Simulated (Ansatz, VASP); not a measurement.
**CuMo in VASP and in Ansatz**

```xyz
2
Lattice="0.0000 2.5041 2.5041 2.5041 0.0000 2.5041 2.5041 2.5041 0.0000" Properties=species:S:1:pos:R:3 pbc="T T T"
Cu    0.0000    0.0000    0.0000
Mo    2.5041    2.5041    2.5041
```

Change from the starting cell: species swapped into the CeAs type (Fm-3m, No. 225).

Alike in both runs: task single point; functional PBE; k mesh 6 × 6 × 6; occupations gaussian, width 0.1 eV; collinear spin.

```csv
,VASP,Ansatz
version,VASP 6.6.1,Ansatz 0.2.0
potentials or method,"VASP PAW PBE potentials, release 64 (Cu, Mo_sv), cutoff 520 eV","scalar-relativistic, plane waves, PAW"
valence electrons in the cell,25,33
```

|  | VASP | Ansatz | Ansatz less VASP |
| --- | --- | --- | --- |
| gap on the k mesh at the Fermi level (eV) | none | none | - |
| pressure (GPa) | -2.3 | -2.5 | -0.26 |
| net moment per atom (μB) | 0.00 | 0.00 | 0.000 |

A gap of «none» marks a metal or a gap that the smearing closes. With one functional, cell and mesh, what is left measures potentials, basis and numerics. VASP's potentials hold 25 valence electrons a cell and Ansatz's 33, so a difference there can come from the potentials and not from the codes. Ansatz's warnings: seeded moment not kept.

The k mesh is coarse, so the values compare programs but aren't converged.
